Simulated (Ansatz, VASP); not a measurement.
# Ag in VASP and in Ansatz

POSCAR

```
Ag
1.0
    0.0000000000      2.0520932789      2.0520932789
    2.0520932789      0.0000000000      2.0520932789
    2.0520932789      2.0520932789      0.0000000000
Ag
1
Direct
    0.0000000000      0.0000000000      0.0000000000
```

File INCAR.step1:

```
SYSTEM = Ag
PREC = Accurate
ENCUT = 520
ISMEAR = 0
SIGMA = 0.1
LREAL = .False.
LASPH = .True.
NELM = 80
NBANDS = 12
GGA = PE
ALGO = Normal
EDIFF = 1E-4
LWAVE = .True.
LCHARG = .False.
```

File INCAR.step2:

```
SYSTEM = Ag
PREC = Accurate
ENCUT = 520
EDIFF = 1E-6
ISMEAR = 0
SIGMA = 0.1
LREAL = .False.
LASPH = .True.
NELM = 80
ALGO = Normal
ISIF = 2
LWAVE = .False.
LCHARG = .False.
METAGGA = R2SCAN
LMIXTAU = .True.
NBANDS = 12
ISTART = 1
```

Contents of KPOINTS:

```
regular mesh
0
Gamma
  18 18 18
  0 0 0
```

Input for Ansatz:

```yaml
crystal:
  lattice:
    - [0.0, 2.0520932809, 2.0520932809]
    - [2.0520932809, 0.0, 2.0520932809]
    - [2.0520932809, 2.0520932809, 0.0]
  atoms:
    - { symbol: Ag, position: [0.0, 0.0, 0.0] }
basis:
  ecutwfc: 500
kpoints:
  mp_grid: { grid: [18, 18, 18] }
  band_path:
    path:
      - [[0.0, 0.0, 0.0], [0.5, 0.0, 0.5], [0.625, 0.25, 0.625]]
      - [[0.375, 0.375, 0.75], [0.0, 0.0, 0.0], [0.5, 0.5, 0.5], [0.5, 0.25, 0.75], [0.5, 0.0, 0.5]]
    npoints: 14
hamiltonian:
  xc: r2scan
scf:
  occupations: { method: gaussian, width: 0.1 }
  n_extra_bands: 6
output:
  forces: true
  stress: true
  eigenvalues: true
  populations: true
  dos: { projected: true, de: 0.02, nscf_kmesh: { grid: [27, 27, 27] } }
  bader: true
  write_density: true
  write_potential: true
  elf: true
  volumetric_format: npy
```

Alike in both runs: task single point; functional r2SCAN; k mesh 18 × 18 × 18; occupations gaussian, width 0.1 eV; no spin polarisation.

```csv
,VASP,Ansatz
version,VASP 6.6.1,Ansatz 0.2.0
potentials or method,"VASP PAW PBE potentials, release 64 (Ag), cutoff 520 eV","scalar-relativistic, plane waves, PAW"
valence electrons in the cell,11,19
```

Ansatz gave:

| Item | Value |
| --- | --- |
| gap on the k mesh at the Fermi level (eV) | none |
| pressure (GPa) | 0.0 |

Q: Which values does VASP return?

A: gap on the k mesh at the Fermi level (eV): none; pressure (GPa): 0.1.

VASP's potentials were made for PBE, not for r2SCAN. A gap of «none» marks a metal or a gap that the smearing closes. VASP's potentials hold 11 valence electrons a cell and Ansatz's 19, so a difference there can come from the potentials and not from the codes.
